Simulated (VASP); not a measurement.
Set up this calculation in VASP 6.6.1, as the native input.

| Property | Result |
| --- | --- |
| Task | single point |
| Functional | PBE |
| Potentials or basis | VASP PAW PBE potentials, release 64 (La) |
| Cutoff | 520 eV |
| k mesh | 18 × 18 × 18 |
| Occupations | fermi-dirac, width 0.0612256 eV |
| Spin | no spin polarisation |
| Dipole correction | no |
| Further INCAR settings | ALGO = Normal; EDIFF = 1e-06; NBANDS = 12 |

The structure of La lies in POSCAR:

```
La
1.0
   -2.1284102732      2.1284102732      2.1284102732
    2.1284102732     -2.1284102732      2.1284102732
    2.1284102732      2.1284102732     -2.1284102732
La
1
Direct
    0.0000000000      0.0000000000      0.0000000000
```

The input as run:

INCAR

```
SYSTEM = La
ALGO = Normal
EDIFF = 1E-6
ENCUT = 520
GGA = PE
ISIF = 2
ISMEAR = -1
LASPH = .True.
LCHARG = .False.
LREAL = .False.
LWAVE = .False.
NBANDS = 12
NELM = 80
PREC = Accurate
SIGMA = 0.06122561905347299
```

KPOINTS

```
k-points
0
Gamma
  18 18 18
  0 0 0
```

Potentials or basis: VASP PAW PBE potentials, release 64 (La).

The run is started by

```sh
$ cat potpaw_PBE.64/La/POTCAR > POTCAR
$ mpirun -np 1 vasp_std > vasp.out
```

Results of the run:

- Pressure: -0.5 GPa

Run time: 3.5 min on 1 thread of Intel(R) Xeon(R) Platinum 8375C CPU @ 2.90GHz (Ice Lake) (shared host), peak memory 0.25 GiB.
